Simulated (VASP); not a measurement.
# Ca3SbP: single point with LDA

Crystal: Ca3SbP.

```
Ca Sb P
1.0
     5.38291    0.00000    0.00000
     0.00000    5.38291    0.00000
     0.00000    0.00000    5.38291
Ca Sb P
3 1 1
Cartesian
  0.0000 2.6915 2.6915
  2.6915 0.0000 2.6915
  2.6915 2.6915 0.0000
  0.0000 0.0000 0.0000
  2.6915 2.6915 2.6915
```

```json
{
  "Program": "VASP 6.6.1",
  "Task": "single point",
  "Functional": "LDA",
  "Potentials or basis": "VASP PAW LDA potentials, release 64 (Ca_sv, Sb, P)",
  "Cutoff": "520 eV",
  "k mesh": "6 × 6 × 6",
  "Occupations": "gaussian, width 0.05 eV",
  "Spin": "no spin polarisation",
  "Dipole correction": "no",
  "Further INCAR settings": "ALGO = Normal; EDIFF = 1e-06; NBANDS = 28"
}
```

| Quantity | Value |
| --- | --- |
| Pressure | -2.7 GPa |
| Band gap on the k mesh | 0.52 eV, direct |

Levels at points of the mesh, in eV from the valence-band top:
| k point | band 16 | band 17 | band 18 | band 19 | band 20 | band 21 | band 22 | band 23 | band 24 | band 25 |
| --- | --- | --- | --- | --- | --- | --- | --- | --- | --- | --- |
| (0.00, 0.00, 0.00) | -1.80 | -1.80 | 0.00 | 0.00 | 0.00 | 0.52 | 0.58 | 0.58 | 0.93 | 0.93 |
| (0.50, 0.00, 0.00) | -2.37 | -1.70 | -1.70 | -0.98 | -0.98 | 1.23 | 1.46 | 1.59 | 2.52 | 2.59 |
| (0.50, 0.50, 0.00) | -3.39 | -1.88 | -1.28 | -1.28 | -0.93 | 1.68 | 1.68 | 1.71 | 2.04 | 2.59 |
| (0.50, 0.50, 0.50) | -3.18 | -3.18 | -1.65 | -1.65 | -1.65 | 1.87 | 1.87 | 1.87 | 2.63 | 2.76 |

It took 44 s on 1 thread of AMD EPYC 9R14 (Zen 4) (shared host), peak memory 0.22 GiB.

Caveat: spin-orbit coupling is left out, which moves the levels of the heavy elements. A k mesh can miss the band edges.
